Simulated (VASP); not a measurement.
# MgI2 (R3m) in VASP: further runs

Runs on MgI2. Level: PBE. Tasks: single point.

All numbers are computed with VASP 6.6.1; they aren't measurements. Logs are shortened: lines on timing, memory, paths and dates and some standing lists are left out, and cuts for length are marked.

**1. The cell of the first run**

Symmetry: R3m, No. 160, trigonal system. The conventional cell has a = 4.055 Å, b = 4.055 Å, c = 21.766 Å, α = 90.00°, β = 90.00°, γ = 120.00°. Mg (site symmetry 3m) has 6 I at 2.98 Å and 6 Mg at 4.05 Å within 4.1 Å. Within 4.1 Å of I (site symmetry 3m) lie 3 Mg at 2.98 Å and 7 I at 3.68 to 4.05 Å. Within 4.1 Å of I (site symmetry 3m) lie 3 Mg at 2.98 Å and 7 I at 3.68 to 4.05 Å.

**2. Single point, PBE**

INCAR

```
PREC = Accurate ; ENCUT = 520
EDIFF = 1E-6 ; ISMEAR = 0
SIGMA = 0.01 ; LREAL = False
LASPH = True ; NELM = 60
ALGO = Normal ; ISIF = 2
LWAVE = False ; LCHARG = False
GGA = PE ; NBANDS = 15
```

KPOINTS

```
regular mesh
0
Gamma
  4 4 4
```

POSCAR

```
MgI2
1.0
    2.0274773920      1.1705646181      7.2554234070
   -2.0274773920      1.1705646181      7.2554234070
    0.0000000000     -2.3411292361      7.2554234070
Mg I
1 2
Direct
   -0.0000100377     -0.0000100377     -0.0000100377
    0.4179194846      0.4179194846      0.4179194846
    0.2487572197      0.2487572197      0.2487572197
```

Potentials or basis: VASP PAW PBE potentials, release 64 (Mg, I).

Command:

```
$ cat potpaw_PBE.64/Mg/POTCAR potpaw_PBE.64/I/POTCAR > POTCAR
$ mpirun -np 1 vasp_std > vasp.out
```

OUTCAR:

```text
PREC = Accurate
   ENCUT = 520
   EDIFF = 1E-6
   ISMEAR = 0
   LREAL = False
   LASPH = True
   NELM = 60
   ISIF = 2
   GGA = PE

 ion  position               nearest neighbor table
   1  1.000  1.000  1.000-   3 2.98   3 2.98   3 2.98   2 2.98   2 2.98   2 2.98
   2  0.418  0.418  0.418-   1 2.98   1 2.98   1 2.98
   3  0.249  0.249  0.249-   1 2.98   1 2.98   1 2.98

  LATTYP: Found a trigonal (rhomboedric) cell.
 ALAT       =     7.6237821923
 COS(alpha) =     0.8585506111

  Lattice vectors:

 A1 = (   2.0274773920,   1.1705646181,   7.2554234070)
 A2 = (  -2.0274773920,   1.1705646181,   7.2554234070)
 A3 = (   0.0000000000,  -2.3411292361,   7.2554234070)

Analysis of symmetry for initial positions (statically):
=====================================================================
 Subroutine PRICEL returns:
 Original cell was already a primitive cell.

 Routine SETGRP: Setting up the symmetry group for a
 trigonal (rhombohedral) supercell.

 Subroutine GETGRP returns: Found  6 space group operations
 (whereof  6 operations were pure point group operations)
 out of a pool of 12 trial point group operations.

The static configuration has the point symmetry C_3v.

Analysis of symmetry for dynamics (positions and initial velocities):
=====================================================================
 Subroutine PRICEL returns:
 Original cell was already a primitive cell.

 Routine SETGRP: Setting up the symmetry group for a
 trigonal (rhombohedral) supercell.

 Subroutine GETGRP returns: Found  6 space group operations
 (whereof  6 operations were pure point group operations)
 out of a pool of 12 trial point group operations.

The dynamic configuration has the point symmetry C_3v.

 Subroutine INISYM returns: Found  6 space group operations
 (whereof  6 operations are pure point group operations),
 and found     1 'primitive' translations

----------------------------------------------------------------------------------------

                                     Primitive cell

  volume of cell :     103.3155

  direct lattice vectors                    reciprocal lattice vectors
     2.027477392  1.170564618  7.255423407     0.246611874  0.142381432  0.045942644
    -2.027477392  1.170564618  7.255423407    -0.246611874  0.142381432  0.045942644
     0.000000000 -2.341129236  7.255423407     0.000000000 -0.284762864  0.045942644

  length of vectors
     7.623782192  7.623782192  7.623782192     0.288445169  0.288445169  0.288445169

  position of ions in fractional coordinates (direct lattice)
     0.999989962  0.999989962  0.999989962
     0.417919485  0.417919485  0.417919485
     0.248757220  0.248757220  0.248757220

  ion indices of the primitive-cell ions
   primitive index   ion index
                 1           1
                 2           2
                 3           3

----------------------------------------------------------------------------------------

 KPOINTS: regular mesh

Automatic generation of k-mesh.
 Grid dimensions read from file:
 generate k-points for:    4    4    4

 Generating k-lattice:

  Cartesian coordinates                     Fractional coordinates (reciprocal lattice)
     0.061652969  0.035595358  0.011485661     0.250000000  0.000000000  0.000000000
    -0.061652969  0.035595358  0.011485661     0.000000000  0.250000000  0.000000000
     0.000000000 -0.071190716  0.011485661     0.000000000  0.000000000  0.250000000

  Length of vectors
     0.072111292  0.072111292  0.072111292

  Shift w.r.t. Gamma in fractional coordinates (k-lattice)
     0.000000000  0.000000000  0.000000000

 Subroutine IBZKPT returns following result:
 ===========================================

 Found     13 irreducible k-points:

 Following reciprocal coordinates:
            Coordinates               Weight
  0.000000  0.000000  0.000000      1.000000
  0.250000  0.000000 -0.000000      6.000000
  0.500000  0.000000 -0.000000      3.000000
  0.250000  0.250000 -0.000000      6.000000
  0.500000  0.250000  0.000000     12.000000
 -0.250000  0.250000  0.000000      6.000000
  0.500000  0.500000 -0.000000      3.000000
  0.250000  0.250000  0.250000      2.000000
  0.500000  0.250000  0.250000      6.000000
 -0.250000  0.250000  0.250000      6.000000
  0.500000  0.500000  0.250000      6.000000
 -0.250000  0.500000  0.250000      6.000000
  0.500000  0.500000  0.500000      1.000000
   k-points           NKPTS =     13   k-points in BZ     NKDIM =     13   number of bands    NBANDS=     15
   number of dos      NEDOS =    301   number of ions     NIONS =      3
   total plane-waves  NPLWV = 216000
   dimension x,y,z NGX =    60 NGY =   60 NGZ =   60
   dimension x,y,z NGXF=   120 NGYF=  120 NGZF=  120
   ions per type =               1   2
   NGX,Y,Z   is equivalent  to a cutoff of  13.08, 13.08, 13.08 a.u.
   NGXF,Y,Z  is equivalent  to a cutoff of  26.17, 26.17, 26.17 a.u.
 SYSTEM =  unknown system
   PREC   = accura    normal or accurate (medium, high low for compatibility)
   ISTART =      0    job   : 0-new  1-cont  2-samecut
   ICHARG =      2    charge: 1-file 2-atom 10-const
   ISPIN  =      1    spin polarized calculation?
   LNONCOLLINEAR =      F non collinear calculations
   LSORBIT =      F    spin-orbit coupling
   LASPH  =      T    aspherical Exc in radial PAW
   ENCUT  =  520.0 eV  38.22 Ry    6.18 a.u.  14.18 14.18 14.18*2*pi/ulx,y,z
   NELM   =     60;   NELMIN=  2; NELMDL= -5     # of ELM steps
   EDIFF  = 0.1E-05   stopping-criterion for ELM
   LREAL  =      F    real-space projection
[... 7 lines left out ...]
   TEBEG  =    0.0;   TEEND  =   0.0 temperature during run
   PSTRESS=    0.0 pullay stress
   NELECT =      16.0000    total number of electrons
   NUPDOWN=      -1.0000    fix difference up-down
   EMIN   =  10.00;   EMAX   =-10.00  energy-range for DOS
   EFERMI =   0.00;   METHOD = LEGACY
   ISMEAR =     0;   SIGMA  =   0.01  broadening in eV -4-tet -1-fermi 0-gaus
   EFERMI_NEDOS =   21; number of points for ismear=-14 and -15
   IALGO  =     38    algorithm
   IMIX   =      4    mixing-type and parameters
     AMIX     =   0.40;   BMIX     =  1.00
     AMIX_MAG =   1.60;   BMIX_MAG =  1.00
  volume/ion in A,a.u.               =      34.44       232.40
  Fermi-wavevector in a.u.,A,eV,Ry     =   0.879143  1.661340 10.515848  0.772893
  Thomas-Fermi vector in A             =   1.999327
   LORBIT       =      0    0 simple, 1 ext, 2 COOP (PROOUT), +10 PAW based schemes
   GGA     = PE    functional components
   LHFCALC =     F    Hartree Fock is set to
   AEXX    =    0.0000 exact exchange contribution
   IVDW    =     0    specifies the selected vdW correction
   LEPSILON=     F    determine dielectric tensor
   LRPA    =     F    only Hartree local field effects (RPA)
 non-spin polarized calculation
 Gauss-broadening in eV      SIGMA  =   0.01
  energy-cutoff  :      520.00
  volume of cell :      103.32
 maximum number of plane-waves:      2804
 NGX is ok and might be reduce to    60
   NGX = 29   NGY = 29   NGZ = 29

 number of electron      15.9999999 magnetization

 Free energy of the ion-electron system (eV)
  ---------------------------------------------------
  ext. energy  EPLUGINS =         0.00000000
  ---------------------------------------------------
  free energy    TOTEN  =        -7.18808630 eV

  energy without entropy =       -7.18808630  energy(sigma->0) =       -7.18808630

 E-fermi :   2.7693     XC(G=0):  -8.2023

 val. band max:        2.6651633277   @ k =   0.5000   0.5000   0.5000
 cond. band min:       5.4066555081   @ k =   0.5000   0.0000  -0.0000
 fundamental gap:      2.7414921804
 Fermi energy:         2.7692694783

 k-point     1 :       0.0000    0.0000    0.0000
  band No.  band energies     occupation
      1      -9.7194      2.00000
      2      -9.0695      2.00000
      3      -1.4774      2.00000
      4       2.1969      2.00000
      5       2.1969      2.00000
      6       2.1999      2.00000
      7       2.5526      2.00000
      8       2.5526      2.00000
      9       5.4158      0.00000
     10       8.1786      0.00000
     11       9.0195      0.00000
     12       9.1695      0.00000
     13       9.1695      0.00000
     14      11.0475      0.00000
     15      11.0475      0.00000

 k-point     2 :       0.2500    0.0000   -0.0000
  band No.  band energies     occupation
      1      -9.4196      2.00000
      2      -8.8491      2.00000
      3      -1.0047      2.00000
      4       0.1233      2.00000
      5       0.8554      2.00000
      6       1.7715      2.00000
      7       2.1319      2.00000
      8       2.3580      2.00000
      9       6.3683      0.00000
     10       7.2969      0.00000
     11       8.6992      0.00000
     12       9.0919      0.00000
     13       9.7565      0.00000
     14      10.7900      0.00000
     15      11.1004      0.00000

 k-point     3 :       0.5000    0.0000   -0.0000
  band No.  band energies     occupation
      1      -9.0639      2.00000
      2      -8.6047      2.00000
      3      -1.3672      2.00000
      4      -0.4654      2.00000
      5      -0.0022      2.00000
      6       1.4249      2.00000
      7       1.7722      2.00000
      8       2.2854      2.00000
      9       5.4067      0.00000
     10       6.2452      0.00000
     11       8.0213      0.00000
     12       9.6147      0.00000
     13       9.7206      0.00000
     14      11.5611      0.00000
     15      12.0810      0.00000

 k-point     4 :       0.2500    0.2500   -0.0000
  band No.  band energies     occupation
      1      -9.3989      2.00000
      2      -8.8767      2.00000
      3      -0.9060      2.00000
      4       0.1804      2.00000
      5       0.7669      2.00000
      6       1.6685      2.00000
      7       2.1548      2.00000
      8       2.2625      2.00000
      9       6.5789      0.00000
     10       7.3278      0.00000
     11       8.6925      0.00000
     12       9.2220      0.00000
     13       9.5778      0.00000
     14      10.9665      0.00000
     15      11.2586      0.00000
[... 109 lines left out ...]
 k-point    11 :       0.5000    0.5000    0.2500
  band No.  band energies     occupation
      1      -9.3109      2.00000
      2      -8.9862      2.00000
      3      -0.6618      2.00000
      4       0.4197      2.00000
      5       0.8636      2.00000
      6       1.3227      2.00000
      7       1.6364      2.00000
      8       2.3064      2.00000
      9       6.4404      0.00000
     10       7.2927      0.00000
     11       8.8237      0.00000
     12       9.4799      0.00000
     13      10.2988      0.00000
     14      10.8002      0.00000
     15      11.0262      0.00000

 k-point    12 :      -0.2500    0.5000    0.2500
  band No.  band energies     occupation
      1      -9.0109      2.00000
      2      -8.6781      2.00000
      3      -0.9553      2.00000
      4       0.0072      2.00000
      5       0.2761      2.00000
      6       0.3618      2.00000
      7       1.1899      2.00000
      8       1.8367      2.00000
      9       5.9991      0.00000
     10       7.0032      0.00000
     11       9.3040      0.00000
     12       9.9650      0.00000
     13      10.1967      0.00000
     14      10.5585      0.00000
     15      10.8319      0.00000

 k-point    13 :       0.5000    0.5000    0.5000
  band No.  band energies     occupation
      1      -9.5666      2.00000
      2      -9.2655      2.00000
      3      -0.6981      2.00000
      4       0.7716      2.00000
      5       2.1062      2.00000
      6       2.1062      2.00000
      7       2.6652      2.00000
      8       2.6652      2.00000
      9       6.2149      0.00000
     10       7.8856      0.00000
     11       9.1176      0.00000
     12       9.1176      0.00000
     13       9.4514      0.00000
     14      11.0604      0.00000
     15      11.0604      0.00000

------------------------ aborting loop because EDIFF is reached ----------------------------------------

  FORCE on cell =-STRESS in cart. coord.  units (eV):
  Direction    XX          YY          ZZ          XY          YZ          ZX
  --------------------------------------------------------------------------------------
  -------------------------------------------------------------------------------------
  Total        0.8086816      0.8086816      0.7304373      0.0000000      0.0000000      0.0000000
  in kB       12.5407276     12.5407276     11.3273449      0.0000000      0.0000000      0.0000000
  external PRESSURE =      12.1362667 kB  Pullay stress =       0.0000000 kB

 VOLUME and BASIS-vectors are now :
 -----------------------------------------------------------------------------
  energy-cutoff  :      520.00
  volume of cell :      103.32
      direct lattice vectors                 reciprocal lattice vectors
     2.027477392  1.170564618  7.255423407     0.246611874  0.142381432  0.045942644
    -2.027477392  1.170564618  7.255423407    -0.246611874  0.142381432  0.045942644
     0.000000000 -2.341129236  7.255423407     0.000000000 -0.284762864  0.045942644

 POSITION                                       TOTAL-FORCE (eV/Angst)
 -----------------------------------------------------------------------------------
      0.00000      0.00000     21.76605         0.000000     -0.000000     -0.000332
      0.00000      0.00000      9.09655         0.000000     -0.000000     -0.007059
      0.00000      0.00000      5.41452         0.000000      0.000000      0.007391
 -----------------------------------------------------------------------------------
    total drift:                                0.000000     -0.000000     -0.000413

  FREE ENERGIE OF THE ION-ELECTRON SYSTEM (eV)
  ---------------------------------------------------
  free  energy   TOTEN  =        -7.1880862995 eV

  energy  without entropy=       -7.1880862995  energy(sigma->0) =       -7.18808630
```

It took 99 s on 1 thread of Oxide Virtual Turin-like, shared host; peak memory 0.41 GiB.

Results:

```yaml
Free_energy: -7.1881 eV
Pressure: 1.2 GPa
Largest_force: 0.007 eV/Å
Band_gap_on_the_k_mesh: 2.74 eV (least direct gap 2.86 eV)
```

Forces on the atoms (eV/Å):
```
Mg   0.000  0.000  0.000
I    0.000  0.000 -0.007
I    0.000  0.000  0.007
```

Stress tensor (GPa, compression positive):
```
1.25 0.00 0.00
0.00 1.25 0.00
0.00 0.00 1.13
```

Levels at points of the mesh, in eV from the valence-band top:
```
           k point  band 5  band 6  band 7  band 8  band 9  band 10  band 11  band 12
(0.00, 0.00, 0.00)   -0.47   -0.47   -0.11   -0.11    2.75     5.51     6.35     6.50
(0.50, 0.00, 0.00)   -2.67   -1.24   -0.89   -0.38    2.74     3.58     5.36     6.95
(0.50, 0.50, 0.00)   -2.47   -1.41   -0.83   -0.67    3.14     3.72     5.41     6.42
(0.50, 0.50, 0.50)   -0.56   -0.56    0.00    0.00    3.55     5.22     6.45     6.45
```

Caveat: the k points lie up to 0.45 Å⁻¹ apart; spin-orbit coupling is left out, which moves the levels of the heavy elements.

**3. Single point, PBE**

INCAR

```
SYSTEM = MgI2
  PREC = Accurate
  ENCUT = 520
  EDIFF = 1E-7
  ISMEAR = 0
  SIGMA = 0.01
  LREAL = .FALSE.
  LASPH = .TRUE.
  NELM = 60
  ALGO = Normal
  ISIF = 2
  LWAVE = .FALSE.
  LCHARG = .FALSE.
  GGA = PE
  NBANDS = 15
```

KPOINTS

```
regular mesh
0
G
  4 4 4
  0 0 0
```

POSCAR is that of step 2.

Potentials or basis: VASP PAW PBE potentials, release 64 (Mg, I).

Command:

```
$ cat potpaw_PBE.64/Mg/POTCAR potpaw_PBE.64/I/POTCAR > POTCAR
$ mpirun -np 1 vasp_std > vasp.out
```

OUTCAR:

```text
SYSTEM = MgI2
   PREC = Accurate
   ENCUT = 520
   EDIFF = 1E-7
   ISMEAR = 0
   LREAL = .FALSE.
   LASPH = .TRUE.
   NELM = 60
   ISIF = 2
   GGA = PE

 ion  position               nearest neighbor table
   1  1.000  1.000  1.000-   3 2.98   3 2.98   3 2.98   2 2.98   2 2.98   2 2.98
   2  0.418  0.418  0.418-   1 2.98   1 2.98   1 2.98
   3  0.249  0.249  0.249-   1 2.98   1 2.98   1 2.98

  LATTYP: Found a trigonal (rhomboedric) cell.
 ALAT       =     7.6237821923
 COS(alpha) =     0.8585506111

[... 413 lines left out ...]

  FORCE on cell =-STRESS in cart. coord.  units (eV):
  Direction    XX          YY          ZZ          XY          YZ          ZX
  --------------------------------------------------------------------------------------
  -------------------------------------------------------------------------------------
  Total        0.8095840      0.8095840      0.7318024      0.0000000      0.0000000      0.0000000
  in kB       12.5547207     12.5547207     11.3485141      0.0000000      0.0000000      0.0000000
  external PRESSURE =      12.1526519 kB  Pullay stress =       0.0000000 kB

 VOLUME and BASIS-vectors are now :
 -----------------------------------------------------------------------------
  energy-cutoff  :      520.00
  volume of cell :      103.32
      direct lattice vectors                 reciprocal lattice vectors
     2.027477392  1.170564618  7.255423407     0.246611874  0.142381432  0.045942644
    -2.027477392  1.170564618  7.255423407    -0.246611874  0.142381432  0.045942644
     0.000000000 -2.341129236  7.255423407     0.000000000 -0.284762864  0.045942644

 POSITION                                       TOTAL-FORCE (eV/Angst)
 -----------------------------------------------------------------------------------
      0.00000      0.00000     21.76605         0.000000     -0.000000     -0.000338
      0.00000      0.00000      9.09655         0.000000     -0.000000     -0.007022
      0.00000      0.00000      5.41452         0.000000      0.000000      0.007361
 -----------------------------------------------------------------------------------
    total drift:                                0.000000     -0.000000     -0.000426

  FREE ENERGIE OF THE ION-ELECTRON SYSTEM (eV)
  ---------------------------------------------------
  free  energy   TOTEN  =        -7.1880868097 eV

  energy  without entropy=       -7.1880868097  energy(sigma->0) =       -7.18808681
```

stdout:

```text
POSCAR found type information on POSCAR MgI
 POSCAR found :  2 types and       3 ions
 scaLAPACK will be used
 LDA part: xc-table for (Slater+PW92), standard interpolation
 POSCAR, INCAR and KPOINTS ok, starting setup
 FFT: planning ... GRIDC
 FFT: planning ... GRID_SOFT
 FFT: planning ... GRID
 WAVECAR not read
 entering main loop
```

Wall time 2.4 min (1 thread of Oxide Virtual Turin-like, shared host); peak memory 0.41 GiB.

What came out:

- Free energy: -7.1881 eV
- Pressure: 1.2 GPa
- Largest force: 0.007 eV/Å
- Band gap on the k mesh: 2.74 eV (least direct gap 2.86 eV)

Forces on the atoms (eV/Å):
```
Mg   0.000  0.000  0.000
I    0.000  0.000 -0.007
I    0.000  0.000  0.007
```

Levels at points of the mesh, in eV from the valence-band top:
| k point | band 4 | band 5 | band 6 | band 7 | band 8 | band 9 | band 10 | band 11 | band 12 | band 13 |
| --- | --- | --- | --- | --- | --- | --- | --- | --- | --- | --- |
| (0.00, 0.00, 0.00) | -0.47 | -0.47 | -0.47 | -0.11 | -0.11 | 2.75 | 5.51 | 6.35 | 6.50 | 6.50 |
| (0.50, 0.00, 0.00) | -3.13 | -2.67 | -1.24 | -0.89 | -0.38 | 2.74 | 3.58 | 5.36 | 6.95 | 7.06 |
| (0.50, 0.50, 0.00) | -3.19 | -2.47 | -1.41 | -0.83 | -0.67 | 3.14 | 3.72 | 5.41 | 6.42 | 6.46 |
| (0.50, 0.50, 0.50) | -1.89 | -0.56 | -0.56 | 0.00 | 0.00 | 3.55 | 5.22 | 6.45 | 6.45 | 6.79 |

Caveat: the k points lie up to 0.45 Å⁻¹ apart; spin-orbit coupling is left out, which moves the levels of the heavy elements. A k mesh can miss the band edges.
